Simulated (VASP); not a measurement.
# Zr8HS16 (a cell with a defect) in VASP: a series of runs

The runs below take Zr8HS16 (a cell with a defect) through single point, with PBE.

All numbers are computed with VASP 6.6.1; they aren't measurements. Logs are shortened: lines on timing, memory, paths and dates and some standing lists are left out, and cuts for length are marked.

### Step 1. The cell of the first run

The cell holds a defect, 25 atoms: a = 9.296 Å, b = 9.296 Å, c = 9.750 Å, α = 116.71°, β = 116.71°, γ = 93.27°.

### Step 2. Single point, PBE

INCAR

```
PREC = Accurate
ENCUT = 400
EDIFF = 1E-6
ISMEAR = 0
SIGMA = 0.02
LREAL = F
LASPH = T
NELM = 120
ALGO = Normal
ISIF = 2
LWAVE = F
LCHARG = F
GGA = PE
NBANDS = 114
NELECT = 192.0
GGA_COMPAT = F
```

KPOINTS

```
Automatic mesh
0
Gamma
  2 2 2
  0.5 0.5 0.5
```

POSCAR

```
Zr8HS16
1.0
    0.0000000000      6.3829682806     -6.7579064893
    0.0000000000      6.3829682806      6.7579064893
    7.3704169100     -6.3829682806      0.0000000000
Zr S H
8 16 1
Direct
   -0.0092956819     -0.0157327346     -0.0000024422
    0.1286965777      0.1233902006      0.7388516914
    0.2476512933      0.2490499513      0.4945813845
    0.3898422263      0.3845346655      0.2611435721
    0.5007860837      0.4971607006     -0.0000006784
    0.6207479178      0.6188346034      0.7492886858
    0.7530661839      0.7544695771      0.5054167282
    0.8714542346      0.8695472831      0.2507072561
    0.8166019987      0.5986130398      0.2523496327
    0.9418447602      0.7192011053     -0.0000010854
    0.0676680919      0.8630889827      0.7583788093
    0.1921443247      0.9747434933      0.4968299683
    0.3092874898      0.1047074172      0.2416172683
    0.4364865052      0.2246031353     -0.0000012211
    0.5642526873      0.3462610649      0.7476486157
    0.6953133957      0.4779121928      0.5031657022
    0.0610063751      0.2847989065     -0.0000021708
    0.1853369572      0.3996135238      0.7484031185
    0.3107733196      0.5252943406      0.5010981122
    0.4369306334      0.6512089757      0.2515932304
    0.5596440886      0.7707008711     -0.0000027136
    0.6838711457      0.8963329491      0.7523848471
    0.8096741960      0.0241979529      0.4989004075
    0.9314875260      0.1439479220      0.2476135370
    0.9968002681      0.4132578639      0.0000006784
```

Potentials or basis: VASP PAW PBE potentials, release 64 (Zr_sv, S, H).

Started as:

```console
> cat potpaw_PBE.64/Zr_sv/POTCAR potpaw_PBE.64/S/POTCAR potpaw_PBE.64/H/POTCAR > POTCAR
> mpirun -np 1 vasp_std > vasp.out
```

OUTCAR:

```text
PREC = Accurate
   ENCUT = 400
   EDIFF = 1E-6
   ISMEAR = 0
   LREAL = F
   LASPH = T
   NELM = 120
   ISIF = 2
   GGA = PE
   NELECT = 192.0

 ion  position               nearest neighbor table
   1  0.991  0.984  1.000-  10 2.48  22 2.53  24 2.53  11 2.56  13 2.56  17 2.83   6 3.60   8 3.60
                             7 3.65   3 3.65
   2  0.129  0.123  0.739-  12 2.50  18 2.54  14 2.56  11 2.56  23 2.57  17 2.69   8 3.60   3 3.60
                             5 3.64   7 3.69   4 3.85
   3  0.248  0.249  0.495-  24 2.57  19 2.57  13 2.57  12 2.58  18 2.59  15 2.59   2 3.60   6 3.64
                             1 3.65   4 3.69   5 3.73   8 3.73
   4  0.390  0.385  0.261-  16 2.50  20 2.54  14 2.56  13 2.56  19 2.57  17 2.69   6 3.60   7 3.60
                             5 3.64   3 3.69   2 3.85
   5  0.501  0.497  1.000-  14 2.57  21 2.57   9 2.58  15 2.58  20 2.58  18 2.58   4 3.64   2 3.64
                             8 3.65   6 3.65   7 3.73   3 3.73
   6  0.621  0.619  0.749-  19 2.54  15 2.55  21 2.56  16 2.59  22 2.60  10 2.61   4 3.60   1 3.60
                             3 3.64   5 3.65   8 3.70   7 3.73
   7  0.753  0.754  0.505-  22 2.57  23 2.57  11 2.57  16 2.58  20 2.59   9 2.59   4 3.60   8 3.64
                             1 3.65   2 3.69   5 3.73   6 3.73
   8  0.871  0.870  0.251-  23 2.54   9 2.55  21 2.56  12 2.59  24 2.60  10 2.61   2 3.60   1 3.60
                             7 3.64   5 3.65   6 3.70   3 3.73
   9  0.817  0.599  0.252-   8 2.55   5 2.58   7 2.59
  10  0.942  0.719  1.000-   1 2.48   6 2.61   8 2.61
  11  0.068  0.863  0.758-   1 2.56   2 2.56   7 2.57
  12  0.192  0.975  0.497-   2 2.50   3 2.58   8 2.59
  13  0.309  0.105  0.242-   1 2.56   4 2.56   3 2.57
  14  0.436  0.225  1.000-   4 2.56   2 2.56   5 2.57
  15  0.564  0.346  0.748-   6 2.55   5 2.58   3 2.59
  16  0.695  0.478  0.503-   4 2.50   7 2.58   6 2.59
  17  0.061  0.285  1.000-  25 1.37   4 2.69   2 2.69   1 2.83
  18  0.185  0.400  0.748-   2 2.54   5 2.58   3 2.59
  19  0.311  0.525  0.501-   6 2.54   3 2.57   4 2.57
  20  0.437  0.651  0.252-   4 2.54   5 2.58   7 2.59
  21  0.560  0.771  1.000-   8 2.56   6 2.56   5 2.57
  22  0.684  0.896  0.752-   1 2.53   7 2.57   6 2.60
  23  0.810  0.024  0.499-   8 2.54   7 2.57   2 2.57
  24  0.931  0.144  0.248-   1 2.53   3 2.57   8 2.60
  25  0.997  0.413  0.000-  17 1.37

  LATTYP: Found a face centered orthorhombic cell.
 ALAT       =    12.7659365612
 B/A-ratio  =     1.0587404155
 C/A-ratio  =     1.1547005384

  Lattice vectors:

 A1 = (   7.3704169100,   0.0000000000,   6.7579064893)
 A2 = (   7.3704169100,   6.3829682806,   0.0000000000)
 A3 = (   0.0000000000,   6.3829682806,   6.7579064893)

Analysis of symmetry for initial positions (statically):
=====================================================================
 Subroutine PRICEL returns:
 Original cell was already a primitive cell.

 Routine SETGRP: Setting up the symmetry group for a
 face centered orthorhombic supercell.

 Subroutine GETGRP returns: Found  2 space group operations
 (whereof  2 operations were pure point group operations)
 out of a pool of  8 trial point group operations.

The static configuration has the point symmetry C_1h.

Analysis of symmetry for dynamics (positions and initial velocities):
=====================================================================
 Subroutine PRICEL returns:
 Original cell was already a primitive cell.

 Routine SETGRP: Setting up the symmetry group for a
 face centered orthorhombic supercell.

 Subroutine GETGRP returns: Found  2 space group operations
 (whereof  2 operations were pure point group operations)
 out of a pool of  8 trial point group operations.

The dynamic configuration has the point symmetry C_1h.

 Subroutine INISYM returns: Found  2 space group operations
 (whereof  2 operations are pure point group operations),
 and found     1 'primitive' translations

----------------------------------------------------------------------------------------

                                     Primitive cell

  volume of cell :     635.8533

  direct lattice vectors                    reciprocal lattice vectors
     0.000000000  6.382968281 -6.757906489     0.067838768  0.078333461 -0.073987410
     0.000000000  6.382968281  6.757906489     0.067838768  0.078333461  0.073987410
     7.370416910 -6.382968281  0.000000000     0.135677535  0.000000000  0.000000000

  length of vectors
     9.295783140  9.295783140  9.750145101     0.127327791  0.127327791  0.135677535

  position of ions in fractional coordinates (direct lattice)
     0.990704318  0.984267265  0.999997558
     0.128696578  0.123390201  0.738851691
     0.247651293  0.249049951  0.494581385
     0.389842226  0.384534665  0.261143572
     0.500786084  0.497160701  0.999999322
     0.620747918  0.618834603  0.749288686
[... 17 lines left out ...]
     0.931487526  0.143947922  0.247613537
     0.996800268  0.413257864  0.000000678

  ion indices of the primitive-cell ions
   primitive index   ion index
                 1           1
                 2           2
                 3           3
                 4           4
                 5           5
                 6           6
[... 17 lines left out ...]
                24          24
                25          25

----------------------------------------------------------------------------------------

 KPOINTS: Automatic mesh

Automatic generation of k-mesh.
 Grid dimensions read from file:
 generate k-points for:    2    2    2

 Generating k-lattice:

  Cartesian coordinates                     Fractional coordinates (reciprocal lattice)
     0.033919384  0.039166731 -0.036993705     0.500000000  0.000000000  0.000000000
     0.033919384  0.039166731  0.036993705     0.000000000  0.500000000  0.000000000
     0.067838768  0.000000000  0.000000000     0.000000000  0.000000000  0.500000000

  Length of vectors
     0.063663896  0.063663896  0.067838768

  Shift w.r.t. Gamma in fractional coordinates (k-lattice)
     0.500000000  0.500000000  0.500000000

 Subroutine IBZKPT returns following result:
 ===========================================

 Found      3 irreducible k-points:

 Following reciprocal coordinates:
            Coordinates               Weight
  0.250000  0.250000  0.250000      2.000000
 -0.250000  0.250000  0.250000      4.000000
 -0.250000 -0.250000  0.250000      2.000000
   k-points           NKPTS =      3   k-points in BZ     NKDIM =      3   number of bands    NBANDS=    114
   number of dos      NEDOS =    301   number of ions     NIONS =     25
   total plane-waves  NPLWV = 262144
   dimension x,y,z NGX =    64 NGY =   64 NGZ =   64
   dimension x,y,z NGXF=   128 NGYF=  128 NGZF=  128
   ions per type =               8  16   1
   NGX,Y,Z   is equivalent  to a cutoff of  11.45, 11.45, 10.91 a.u.
   NGXF,Y,Z  is equivalent  to a cutoff of  22.89, 22.89, 21.82 a.u.
 SYSTEM =  unknown system
   PREC   = accura    normal or accurate (medium, high low for compatibility)
   ISTART =      0    job   : 0-new  1-cont  2-samecut
   ICHARG =      2    charge: 1-file 2-atom 10-const
   ISPIN  =      1    spin polarized calculation?
   LNONCOLLINEAR =      F non collinear calculations
   LSORBIT =      F    spin-orbit coupling
   LASPH  =      T    aspherical Exc in radial PAW
   ENCUT  =  400.0 eV  29.40 Ry    5.42 a.u.  15.16 15.16 15.90*2*pi/ulx,y,z
   NELM   =    120;   NELMIN=  2; NELMDL= -5     # of ELM steps
   EDIFF  = 0.1E-05   stopping-criterion for ELM
   LREAL  =      F    real-space projection
   EDIFFG = 0.1E-04   stopping-criterion for IOM
   NSW    =      0    number of steps for IOM
   IBRION =     -1    ionic relax: 0-MD 1-quasi-New 2-CG
   NFREE  =      0    steps in history (QN), initial steepest desc. (CG)
   ISIF   =      2    stress and relaxation
   ISYM   =      2    0-nonsym 1-usesym 2-fastsym
   POTIM  = 0.5000    time-step for ionic-motion
   TEBEG  =    0.0;   TEEND  =   0.0 temperature during run
   PSTRESS=    0.0 pullay stress
   NELECT =     192.0000    total number of electrons
   NUPDOWN=      -1.0000    fix difference up-down
   EMIN   =  10.00;   EMAX   =-10.00  energy-range for DOS
   EFERMI =   0.00;   METHOD = LEGACY
   ISMEAR =     0;   SIGMA  =   0.02  broadening in eV -4-tet -1-fermi 0-gaus
   EFERMI_NEDOS =   21; number of points for ismear=-14 and -15
   IALGO  =     38    algorithm
   IMIX   =      4    mixing-type and parameters
     AMIX     =   0.40;   BMIX     =  1.00
     AMIX_MAG =   1.60;   BMIX_MAG =  1.00
  volume/ion in A,a.u.               =      25.43       171.64
  Fermi-wavevector in a.u.,A,eV,Ry     =   1.098305  2.075495 16.412351  1.206274
  Thomas-Fermi vector in A             =   2.234680
   LORBIT       =      0    0 simple, 1 ext, 2 COOP (PROOUT), +10 PAW based schemes
   GGA     = PE    functional components
   LHFCALC =     F    Hartree Fock is set to
   AEXX    =    0.0000 exact exchange contribution
   IVDW    =     0    specifies the selected vdW correction
   LEPSILON=     F    determine dielectric tensor
   LRPA    =     F    only Hartree local field effects (RPA)
 non-spin polarized calculation
 Gauss-broadening in eV      SIGMA  =   0.02
  energy-cutoff  :      400.00
  volume of cell :      635.85
 maximum number of plane-waves:     11576
 NGX is ok and might be reduce to    64
   NGX = 31   NGY = 31   NGZ = 31

 number of electron     191.9999992 magnetization

 Free energy of the ion-electron system (eV)
  ---------------------------------------------------
  ext. energy  EPLUGINS =         0.00000000
  ---------------------------------------------------
  free energy    TOTEN  =      -178.42532193 eV

  energy without entropy =     -178.42532193  energy(sigma->0) =     -178.42532193

 E-fermi :   2.8674     XC(G=0):  -8.6398

 val. band max:        2.6659981370   @ k =  -0.2500  -0.2500   0.2500
 cond. band min:       4.2009422940   @ k =   0.2500   0.2500   0.2500
 fundamental gap:      1.5349441571
 Fermi energy:         2.8673562271

 k-point     1 :       0.2500    0.2500    0.2500
  band No.  band energies     occupation
      1     -45.9277      2.00000
      2     -45.9080      2.00000
      3     -45.9076      2.00000
      4     -45.8972      2.00000
      5     -45.8936      2.00000
      6     -45.8906      2.00000
[... 100 lines left out ...]
    107       5.7192      0.00000
    108       5.7928      0.00000

 k-point     2 :      -0.2500    0.2500    0.2500
  band No.  band energies     occupation
      1     -45.9277      2.00000
      2     -45.9093      2.00000
      3     -45.9058      2.00000
      4     -45.8979      2.00000
      5     -45.8939      2.00000
      6     -45.8900      2.00000
[... 100 lines left out ...]
    107       5.4055      0.00000
    108       5.6102      0.00000

 k-point     3 :      -0.2500   -0.2500    0.2500
  band No.  band energies     occupation
      1     -45.9277      2.00000
      2     -45.9080      2.00000
      3     -45.9076      2.00000
      4     -45.8972      2.00000
      5     -45.8937      2.00000
      6     -45.8906      2.00000
[... 100 lines left out ...]
    107       5.5544      0.00000
    108       5.6832      0.00000
 [bands above 108 left out]

------------------------ aborting loop because EDIFF is reached ----------------------------------------

  FORCE on cell =-STRESS in cart. coord.  units (eV):
  Direction    XX          YY          ZZ          XY          YZ          ZX
  --------------------------------------------------------------------------------------
  -------------------------------------------------------------------------------------
  Total       -5.9589300     -5.8841506    -10.0659123      0.0000000     -0.8584492      0.0000000
  in kB      -15.0148831    -14.8264591    -25.3633614      0.0000000     -2.1630585      0.0000000
  external PRESSURE =     -18.4015678 kB  Pullay stress =       0.0000000 kB

 VOLUME and BASIS-vectors are now :
 -----------------------------------------------------------------------------
  energy-cutoff  :      400.00
  volume of cell :      635.85
      direct lattice vectors                 reciprocal lattice vectors
     0.000000000  6.382968281 -6.757906489     0.067838768  0.078333461 -0.073987410
     0.000000000  6.382968281  6.757906489     0.067838768  0.078333461  0.073987410
     7.370416910 -6.382968281  0.000000000     0.135677535  0.000000000  0.000000000

 POSITION                                       TOTAL-FORCE (eV/Angst)
 -----------------------------------------------------------------------------------
      7.37040      6.22323     -0.04350         0.000000      0.019361      0.028471
      5.44565     -3.10701     -0.03586        -0.026169      0.009870     -0.081523
      3.64527      0.01353      0.00945        -0.005441      0.028010      0.011421
      1.92474      3.27595     -0.03587         0.026169      0.009870     -0.081523
      7.37041     -0.01310     -0.02450         0.000000      0.007641     -0.004617
      5.52257      3.12953     -0.01293         0.012390      0.010393      0.057998
[... 17 lines left out ...]
      1.82502      5.28396     -5.32212         0.012485      0.017030      0.046100
      0.00001      9.00035     -3.94353         0.000000     -0.193463     -0.144128
 -----------------------------------------------------------------------------------
    total drift:                                0.266948      0.000437     -0.001094

  FREE ENERGIE OF THE ION-ELECTRON SYSTEM (eV)
  ---------------------------------------------------
  free  energy   TOTEN  =      -178.4253219297 eV

  energy  without entropy=     -178.4253219297  energy(sigma->0) =     -178.42532193
```

It took 4.6 min on 1 thread of Oxide Virtual Turin-like, shared host; peak memory 0.58 GiB.

What came out:

```yaml
Free_energy: -178.4253 eV
Largest_force: 0.241 eV/Å
```

Forces in eV/Å, atoms in the order of the input:
```
Zr   0.000  0.019  0.028
Zr  -0.026  0.010 -0.082
Zr  -0.005  0.028  0.011
Zr   0.026  0.010 -0.082
Zr   0.000  0.008 -0.005
Zr   0.012  0.010  0.058
Zr   0.005  0.028  0.011
Zr  -0.012  0.010  0.058
S    0.001  0.027  0.008
S    0.000  0.022  0.053
S    0.000 -0.012 -0.016
S   -0.026  0.015 -0.017
S    0.000 -0.012 -0.016
S    0.000  0.014 -0.041
S   -0.001  0.027  0.008
S    0.026  0.015 -0.017
S    0.000 -0.040 -0.015
S    0.002 -0.023  0.008
S   -0.020  0.013  0.020
S   -0.002 -0.023  0.008
S    0.000  0.000  0.050
S   -0.012  0.017  0.046
S    0.020  0.013  0.020
S    0.012  0.017  0.046
H    0.000 -0.193 -0.144
```

Levels at points of the mesh, in eV from the Fermi level:
```tsv
k point	band 94	band 95	band 96	band 97	band 98	band 99
(0.25, 0.25, 0.25)	-0.36	-0.36	-0.22	1.33	1.59	1.63
```

Caveat: the cell carries a net charge on a neutralising background, which shifts energy and pressure; the cell is charged against a uniform background, so pressure and absolute levels hang on convention.

(Continued in part 2 of 2.)
